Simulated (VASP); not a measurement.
# HfS2 (P-3m1) in VASP: notebook

The runs below take HfS2 through single point, relaxation of the atoms, with PBE+D3(BJ).

Program: VASP 6.6.1. These are calculated values, not measurements. Logs are shortened: lines on timing, memory, paths and dates and some standing lists are left out, and cuts for length are marked.

### Step 1. The cell of the first run

Symmetry: P-3m1, No. 164, trigonal system. The conventional cell has a = 3.606 Å, b = 3.606 Å, c = 5.770 Å, α = 90.00°, β = 90.00°, γ = 120.00°. Hf (site symmetry -3m) has 6 S at 2.54 Å within 3.4 Å. Within 3.7 Å of S (site symmetry 3m) lie 3 Hf at 2.54 Å and 12 S at 3.54 to 3.61 Å.

### Step 2. Single point, PBE+D3(BJ)

The input, INCAR:

```
ALGO = Normal
EDIFF = 1E-6
ENCUT = 500
GGA = PE
GGA_COMPAT = False
ISIF = 2
ISMEAR = 0
IVDW = 12
LASPH = True
LCHARG = False
LREAL = False
LWAVE = False
NBANDS = 118
NELM = 120
PREC = Accurate
SIGMA = 0.01
```

The input, KPOINTS:

```
Automatic mesh
0
Gamma
  2 2 2
  0.5 0.5 0.5
```

The input, POSCAR:

```
HfS2
1.0
    0.0000000000      6.2455376308     -5.7703876601
    5.4087942486     -3.1227688154     -5.7703876601
   -5.4087942486     -3.1227688154     -5.7703876601
Hf S
9 18
Direct
    0.0000000000      0.3333333333      0.6666666667
    0.3333333333      0.0000000000      0.6666666667
    0.0000000000      0.6666666667      0.3333333333
    0.6666666667      0.6666666667      0.6666666667
    0.3333333333      0.3333333333      0.3333333333
    0.0000000000      0.0000000000      1.0000000000
    0.6666666667      0.0000000000      0.3333333333
    0.3333333333      0.6666666667      1.0000000000
    0.6666666667      0.3333333333      1.0000000000
    0.8619091171      0.1952424505      0.1952424505
    0.1952424505      0.8619091171      0.1952424505
    0.8619091171      0.5285757838      0.8619091171
    0.5285757838      0.5285757838      0.1952424505
    0.1952424505      0.1952424505      0.8619091171
    0.8619091171      0.8619091171      0.5285757838
    0.5285757838      0.8619091171      0.8619091171
    0.1952424505      0.5285757838      0.5285757838
    0.5285757838      0.1952424505      0.5285757838
    0.1380908829      0.1380908829      0.4714242162
    0.4714242162      0.8047575495      0.4714242162
    0.1380908829      0.4714242162      0.1380908829
    0.8047575495      0.4714242162      0.4714242162
    0.4714242162      0.1380908829      0.1380908829
    0.1380908829      0.8047575495      0.8047575495
    0.8047575495      0.8047575495      0.1380908829
    0.4714242162      0.4714242162      0.8047575495
    0.8047575495      0.1380908829      0.8047575495
```

Potentials or basis: VASP PAW PBE potentials, release 64 (Hf_pv, S).

Started as:

```sh
cat potpaw_PBE.64/Hf_pv/POTCAR potpaw_PBE.64/S/POTCAR > POTCAR
mpirun -np 1 vasp_std > vasp.out
```

OUTCAR:

```text
EDIFF = 1E-6
   ENCUT = 500
   GGA = PE
   ISIF = 2
   ISMEAR = 0
   IVDW = 12
   LASPH = True
   LREAL = False
   NELM = 120
   PREC = Accurate
 IVDW          = 12

 ion  position               nearest neighbor table
   1  0.000  0.333  0.667-  14 2.54  27 2.54  19 2.54  12 2.54  22 2.54  17 2.54   2 3.61   9 3.61
                             6 3.61   4 3.61   5 3.61   3 3.61
   2  0.333  0.000  0.667-  14 2.54  24 2.54  19 2.54  16 2.54  20 2.54  18 2.54   1 3.61   6 3.61
                             8 3.61   4 3.61   5 3.61   7 3.61
   3  0.000  0.667  0.333-  11 2.54  25 2.54  21 2.54  15 2.54  22 2.54  17 2.54   7 3.61   8 3.61
                             6 3.61   5 3.61   4 3.61   1 3.61
   4  0.667  0.667  0.667-  16 2.54  15 2.54  12 2.54  22 2.54  20 2.54  26 2.54   1 3.61   3 3.61
                             2 3.61   8 3.61   7 3.61   9 3.61
   5  0.333  0.333  0.333-  23 2.54  21 2.54  19 2.54  17 2.54  18 2.54  13 2.54   1 3.61   3 3.61
                             7 3.61   9 3.61   8 3.61   2 3.61
   6  0.000  0.000  0.000-  10 2.54  24 2.54  14 2.54  11 2.54  25 2.54  27 2.54   8 3.61   9 3.61
                             2 3.61   7 3.61   3 3.61   1 3.61
   7  0.667  0.000  0.333-  25 2.54  10 2.54  23 2.54  15 2.54  18 2.54  20 2.54   3 3.61   6 3.61
                             9 3.61   5 3.61   4 3.61   2 3.61
   8  0.333  0.667  0.000-  11 2.54  24 2.54  21 2.54  16 2.54  26 2.54  13 2.54   3 3.61   6 3.61
                             2 3.61   4 3.61   5 3.61   9 3.61
   9  0.667  0.333  0.000-  27 2.54  10 2.54  23 2.54  12 2.54  13 2.54  26 2.54   1 3.61   6 3.61
                             7 3.61   5 3.61   4 3.61   8 3.61
  10  0.862  0.195  0.195-   7 2.54   9 2.54   6 2.54
  11  0.195  0.862  0.195-   8 2.54   3 2.54   6 2.54
  12  0.862  0.529  0.862-   4 2.54   1 2.54   9 2.54
  13  0.529  0.529  0.195-   5 2.54   9 2.54   8 2.54
  14  0.195  0.195  0.862-   2 2.54   1 2.54   6 2.54
  15  0.862  0.862  0.529-   4 2.54   3 2.54   7 2.54
[... 10 lines left out ...]
  26  0.471  0.471  0.805-   4 2.54   8 2.54   9 2.54
  27  0.805  0.138  0.805-   9 2.54   1 2.54   6 2.54

  LATTYP: Found a trigonal (rhomboedric) cell.
 ALAT       =     8.5031825833
 COS(alpha) =     0.1907775758

  Lattice vectors:

 A1 = (   0.0000000000,   6.2455376308,  -5.7703876601)
 A2 = (   5.4087942486,  -3.1227688154,  -5.7703876601)
 A3 = (  -5.4087942486,  -3.1227688154,  -5.7703876601)

Analysis of symmetry for initial positions (statically):
=====================================================================
 Subroutine PRICEL returns following result:

  LATTYP: Found a hexagonal cell.
 ALAT       =     3.6058628320
 C/A-ratio  =     1.6002793032

  Lattice vectors:

 A1 = (  -1.8029314160,  -3.1227688151,   0.0000000000)
 A2 = (  -1.8029314160,   3.1227688151,   0.0000000000)
 A3 = (  -0.0000000005,  -0.0000000003,  -5.7703876601)

   9 primitive cells build up your supercell.

 Routine SETGRP: Setting up the symmetry group for a
 trigonal (rhombohedral) supercell.

 Subroutine GETGRP returns: Found 12 space group operations
 (whereof 12 operations were pure point group operations)
 out of a pool of 12 trial point group operations.

The static configuration has the point symmetry D_3d.

Analysis of symmetry for dynamics (positions and initial velocities):
=====================================================================
 Subroutine PRICEL returns following result:

  LATTYP: Found a hexagonal cell.
 ALAT       =     3.6058628320
 C/A-ratio  =     1.6002793032

  Lattice vectors:

 A1 = (  -1.8029314160,  -3.1227688151,   0.0000000000)
 A2 = (  -1.8029314160,   3.1227688151,   0.0000000000)
 A3 = (  -0.0000000005,  -0.0000000003,  -5.7703876601)

   9 primitive cells build up your supercell.

 Routine SETGRP: Setting up the symmetry group for a
 trigonal (rhombohedral) supercell.

 Subroutine GETGRP returns: Found 12 space group operations
 (whereof 12 operations were pure point group operations)
 out of a pool of 12 trial point group operations.

The dynamic configuration has the point symmetry D_3d.

 Subroutine INISYM returns: Found 12 space group operations
 (whereof 12 operations are pure point group operations),
 and found     9 'primitive' translations

----------------------------------------------------------------------------------------

                                     Primitive cell

  volume of cell :      64.9762

  direct lattice vectors                    reciprocal lattice vectors
    -1.802931416 -3.122768815  0.000000000    -0.277326134 -0.160114318  0.000000000
    -1.802931416  3.122768815  0.000000000    -0.277326134  0.160114318  0.000000000
    -0.000000001 -0.000000000 -5.770387660     0.000000000  0.000000000 -0.173298582

  length of vectors
     3.605862832  3.605862832  5.770387660     0.320228637  0.320228637  0.173298582

  position of ions in fractional coordinates (direct lattice)
     0.000000000  0.000000000  1.000000000
     0.333333333  0.666666667  0.252394018
     0.666666666  0.333333333  0.747605982

  ion indices of the primitive-cell ions
   primitive index   ion index
                 1           1
                 2          14
                 3          27

----------------------------------------------------------------------------------------

 KPOINTS: Automatic mesh

Automatic generation of k-mesh.
 Grid dimensions read from file:
 generate k-points for:    2    2    2

 Generating k-lattice:

  Cartesian coordinates                     Fractional coordinates (reciprocal lattice)
     0.000000000  0.053371439 -0.028883097     0.500000000  0.000000000  0.000000000
     0.046221022 -0.026685720 -0.028883097     0.000000000  0.500000000  0.000000000
    -0.046221022 -0.026685720 -0.028883097     0.000000000  0.000000000  0.500000000

  Length of vectors
     0.060685615  0.060685615  0.060685615

  Shift w.r.t. Gamma in fractional coordinates (k-lattice)
     0.500000000  0.500000000  0.500000000

 Subroutine IBZKPT returns following result:
 ===========================================

 Found      2 irreducible k-points:

 Following reciprocal coordinates:
            Coordinates               Weight
  0.250000  0.250000  0.250000      2.000000
 -0.250000  0.250000  0.250000      6.000000
   k-points           NKPTS =      2   k-points in BZ     NKDIM =      2   number of bands    NBANDS=    118
   number of dos      NEDOS =    301   number of ions     NIONS =     27
   total plane-waves  NPLWV = 262144
   dimension x,y,z NGX =    64 NGY =   64 NGZ =   64
   dimension x,y,z NGXF=   128 NGYF=  128 NGZF=  128
   ions per type =               9  18
   NGX,Y,Z   is equivalent  to a cutoff of  12.51, 12.51, 12.51 a.u.
   NGXF,Y,Z  is equivalent  to a cutoff of  25.03, 25.03, 25.03 a.u.
 SYSTEM =  unknown system
   PREC   = accura    normal or accurate (medium, high low for compatibility)
   ISTART =      0    job   : 0-new  1-cont  2-samecut
   ICHARG =      2    charge: 1-file 2-atom 10-const
   ISPIN  =      1    spin polarized calculation?
   LNONCOLLINEAR =      F non collinear calculations
   LSORBIT =      F    spin-orbit coupling
   LASPH  =      T    aspherical Exc in radial PAW
   ENCUT  =  500.0 eV  36.75 Ry    6.06 a.u.  15.50 15.50 15.50*2*pi/ulx,y,z
   NELM   =    120;   NELMIN=  2; NELMDL= -5     # of ELM steps
   EDIFF  = 0.1E-05   stopping-criterion for ELM
   LREAL  =      F    real-space projection
   EDIFFG = 0.1E-04   stopping-criterion for IOM
   NSW    =      0    number of steps for IOM
   IBRION =     -1    ionic relax: 0-MD 1-quasi-New 2-CG
   NFREE  =      0    steps in history (QN), initial steepest desc. (CG)
   ISIF   =      2    stress and relaxation
   ISYM   =      2    0-nonsym 1-usesym 2-fastsym
   POTIM  = 0.5000    time-step for ionic-motion
   TEBEG  =    0.0;   TEEND  =   0.0 temperature during run
   PSTRESS=    0.0 pullay stress
   NELECT =     198.0000    total number of electrons
   NUPDOWN=      -1.0000    fix difference up-down
   EMIN   =  10.00;   EMAX   =-10.00  energy-range for DOS
   EFERMI =   0.00;   METHOD = LEGACY
   ISMEAR =     0;   SIGMA  =   0.01  broadening in eV -4-tet -1-fermi 0-gaus
   EFERMI_NEDOS =   21; number of points for ismear=-14 and -15
   IALGO  =     38    algorithm
   IMIX   =      4    mixing-type and parameters
     AMIX     =   0.40;   BMIX     =  1.00
     AMIX_MAG =   1.60;   BMIX_MAG =  1.00
  volume/ion in A,a.u.               =      21.66       146.16
  Fermi-wavevector in a.u.,A,eV,Ry     =   1.141032  2.156237 17.714151  1.301953
  Thomas-Fermi vector in A             =   2.277733
   LORBIT       =      0    0 simple, 1 ext, 2 COOP (PROOUT), +10 PAW based schemes
   GGA     = PE    functional components
   LHFCALC =     F    Hartree Fock is set to
   AEXX    =    0.0000 exact exchange contribution
   IVDW    =    12    specifies the selected vdW correction
   LEPSILON=     F    determine dielectric tensor
   LRPA    =     F    only Hartree local field effects (RPA)
 non-spin polarized calculation
 Gauss-broadening in eV      SIGMA  =   0.01
  energy-cutoff  :      500.00
  volume of cell :      584.79
 maximum number of plane-waves:     14862
 NGX is ok and might be reduce to    64
   NGX = 31   NGY = 31   NGZ = 31

 number of electron     198.0000000 magnetization

 Free energy of the ion-electron system (eV)
  ---------------------------------------------------
  ext. energy  EPLUGINS =         0.00000000
  ---------------------------------------------------
  free energy    TOTEN  =      -205.68749484 eV

  energy without entropy =     -205.68749484  energy(sigma->0) =     -205.68749484

 E-fermi :   3.6478     XC(G=0):  -9.8302

 val. band max:        3.5475093191   @ k =  -0.2500   0.2500   0.2500
 cond. band min:       4.6897845698   @ k =  -0.2500   0.2500   0.2500
 fundamental gap:      1.1422752507
 Fermi energy:         3.6478304686

 k-point     1 :       0.2500    0.2500    0.2500
  band No.  band energies     occupation
      1     -27.1834      2.00000
      2     -27.1834      2.00000
      3     -27.1834      2.00000
      4     -27.1834      2.00000
      5     -27.1834      2.00000
      6     -27.1834      2.00000
[... 103 lines left out ...]
    110       6.3434      0.00000
    111       7.0829      0.00000

 k-point     2 :      -0.2500    0.2500    0.2500
  band No.  band energies     occupation
      1     -27.2336      2.00000
      2     -27.2071      2.00000
      3     -27.2071      2.00000
      4     -27.2070      2.00000
      5     -27.2070      2.00000
      6     -27.1478      2.00000
[... 103 lines left out ...]
    110       6.1946      0.00000
    111       6.3234      0.00000
 [bands above 111 left out]

------------------------ aborting loop because EDIFF is reached ----------------------------------------

 Edisp (eV)   -9.19683

 E8    (eV) :    -3.9680

  FORCE on cell =-STRESS in cart. coord.  units (eV):
  Direction    XX          YY          ZZ          XY          YZ          ZX
  --------------------------------------------------------------------------------------
  -------------------------------------------------------------------------------------
  Total      -1.74525    -1.74525    -2.29370     0.00000     0.00000     0.00000
  in kB      -4.78159    -4.78159    -6.28420     0.00000     0.00000     0.00000
  external pressure =       -5.28 kB  Pullay stress =        0.00 kB

 VOLUME and BASIS-vectors are now :
 -----------------------------------------------------------------------------
  energy-cutoff  :      500.00
  volume of cell :      584.79
      direct lattice vectors                 reciprocal lattice vectors
     0.000000000  6.245537631 -5.770387660     0.000000000  0.106742879 -0.057766194
     5.408794249 -3.122768815 -5.770387660     0.092442045 -0.053371439 -0.057766194
    -5.408794249 -3.122768815 -5.770387660    -0.092442045 -0.053371439 -0.057766194

 POSITION                                       TOTAL-FORCE (eV/Angst)
 -----------------------------------------------------------------------------------
     -1.80293     -3.12277     -5.77039        -0.000000      0.000000      0.000000
     -3.60586     -0.00000     -5.77039        -0.000000      0.000000      0.000000
      1.80293     -3.12277     -5.77039         0.000000      0.000000      0.000000
      0.00000      0.00000    -11.54078        -0.000000      0.000000      0.000000
      0.00000      0.00000     -5.77039         0.000000      0.000000      0.000000
      0.00000      0.00000      0.00000         0.000000      0.000000      0.000000
[... 19 lines left out ...]
     -1.80293     -1.04092    -10.08436         0.000000      0.000000     -0.073008
     -3.60586      2.08185    -10.08436         0.000000     -0.000000     -0.073008
 -----------------------------------------------------------------------------------
    total drift:                                0.000000     -0.000000     -0.000000

  FREE ENERGIE OF THE ION-ELECTRON SYSTEM (eV)
  ---------------------------------------------------
  free  energy   TOTEN  =      -214.8843284392 eV

  energy  without entropy=     -214.8843284392  energy(sigma->0) =     -214.88432844
```

Wall time 6.8 min (1 thread of Intel Xeon Platinum 8259CL at 2.50GHz (Skylake/Cascade Lake), shared host); peak memory 0.62 GiB.

Results:

```
Free energy                : -214.8843 eV
Pressure                   : -0.5 GPa
Largest force              : 0.073 eV/Å
Band gap on the k mesh     : 1.14 eV
Dispersion energy per atom : -0.341 eV
```

Forces in eV/Å, atoms in the order of the input:
```
Hf   0.000  0.000  0.000
Hf   0.000  0.000  0.000
Hf   0.000  0.000  0.000
Hf   0.000  0.000  0.000
Hf   0.000  0.000  0.000
Hf   0.000  0.000  0.000
Hf   0.000  0.000  0.000
Hf   0.000  0.000  0.000
Hf   0.000  0.000  0.000
S    0.000  0.000  0.073
S    0.000  0.000  0.073
S    0.000  0.000  0.073
S    0.000  0.000  0.073
S    0.000  0.000  0.073
S    0.000  0.000  0.073
S    0.000  0.000  0.073
S    0.000  0.000  0.073
S    0.000  0.000  0.073
S    0.000  0.000 -0.073
S    0.000  0.000 -0.073
S    0.000  0.000 -0.073
S    0.000  0.000 -0.073
S    0.000  0.000 -0.073
S    0.000  0.000 -0.073
S    0.000  0.000 -0.073
S    0.000  0.000 -0.073
S    0.000  0.000 -0.073
```

Caveat: spin-orbit coupling is left out, which moves the levels of the heavy elements; a shifted mesh leaves out Γ, where band edges can lie. A k mesh can miss the band edges.

### Step 3. Relaxation of the atoms, PBE+D3(BJ) (equal strain along all axes, cell held: -3.0 %)

The input, INCAR:

```
SYSTEM = HfS2
PREC     = Accurate       ! precision mode
ENCUT    = 450            ! plane-wave cutoff, eV
EDIFF    = 1E-7           ! SCF threshold, eV
ISMEAR   = 0              ! smearing method
SIGMA    = 0.02           ! smearing width, eV
LREAL    = .FALSE.        ! projectors in reciprocal space
LASPH    = .TRUE.         ! aspherical terms in the spheres
NELM     = 120            ! most SCF steps
ALGO     = Normal         ! electronic algorithm
ISIF     = 2              ! what is computed and relaxed
LWAVE    = .FALSE.        ! write WAVECAR
LCHARG   = .FALSE.        ! write CHGCAR
GGA      = PE             ! functional
IVDW     = 12             ! dispersion correction
IBRION   = 2              ! ionic algorithm
NSW      = 60             ! ionic steps
EDIFFG   = -0.008         ! ionic threshold
GGA_COMPAT= .FALSE.      
NELMIN   = 4
```

The input, KPOINTS:

```
Automatic mesh
0
G
  12 12 6
  0 0 0
```

The input, POSCAR:

```
HfS2
1.0
    3.4976869588      0.0000000000      0.0000000000
   -1.7488434794      3.0290857608      0.0000000000
    0.0000000000      0.0000000000      5.5972761162
Hf S
1 2
Direct
    0.0000000000      0.0000000000      0.0000000000
    0.6666666667      0.3333333333      0.7403278231
    0.3333333333      0.6666666667      0.2596721769
```

Potentials or basis: VASP PAW PBE potentials, release 64 (Hf_pv, S).

Started as:

```sh
cat potpaw_PBE.64/Hf_pv/POTCAR potpaw_PBE.64/S/POTCAR > POTCAR
mpirun -np 1 vasp_std > vasp.out
```

Wall time 98 s (1 thread of Intel Xeon Platinum 8488C (Sapphire Rapids), shared host); peak memory 0.22 GiB.

The run converged. Its results:

```yaml
Free_energy: -23.8119 eV
Energy_gained_by_relaxing: 6.4 meV/atom
Ionic_steps: 3
Pressure_after_relaxing: 4.8 GPa
Band_gap_on_the_k_mesh: 0.43 eV (least direct gap 1.47 eV)
Dispersion_energy_per_atom: -0.376 eV
```

Stress tensor (GPa, compression positive):
```
5.93 0.00 0.00
0.00 5.93 0.00
0.00 0.00 2.54
```

The path:
| step | energy change (eV) | largest force (eV/Å) | pressure (GPa) |
| --- | --- | --- | --- |
| 1 | 0.0000 | 0.5425 | 7.40 |
| 2 | -0.0179 | 0.1429 | 5.48 |
| 3 | -0.0192 | 0.0015 | 4.80 |

Final structure:
```cif
data_structure
_symmetry_space_group_name_H-M 'P 1'
_symmetry_Int_Tables_number 1
_cell_length_a 3.4977
_cell_length_b 3.4977
_cell_length_c 5.5973
_cell_angle_alpha 90.000
_cell_angle_beta 90.000
_cell_angle_gamma 120.000
_cell_volume 59.30
loop_
_atom_site_label
_atom_site_type_symbol
_atom_site_fract_x
_atom_site_fract_y
_atom_site_fract_z
_atom_site_occupancy
Hf1 Hf 0.00000 0.00000 0.00000 1
S1 S 0.66667 0.33333 0.73394 1
S2 S 0.33333 0.66667 0.26606 1
```

Levels at points of the mesh, in eV from the valence-band top:
| k point | band 9 | band 10 | band 11 | band 12 | band 13 | band 14 |
| --- | --- | --- | --- | --- | --- | --- |
| (0.00, 0.00, 0.00) | -0.17 | -0.17 | 0.00 | 1.82 | 1.82 | 2.06 |
| (0.50, 0.00, 0.00) | -2.72 | -2.65 | -1.65 | 0.67 | 4.26 | 4.51 |
| (0.00, 0.00, 0.50) | -2.68 | -0.46 | -0.46 | 1.73 | 1.73 | 2.60 |
| (0.50, 0.00, 0.50) | -2.94 | -1.10 | -1.03 | 0.43 | 4.24 | 4.54 |

Caveat: the cell differs from its parent crystal (equal strain along all axes, cell held: -3.0 %); semilocal functionals underestimate gaps, and a narrow one can read as zero; spin-orbit coupling is left out, which moves the levels of the heavy elements. A k mesh can miss the band edges.
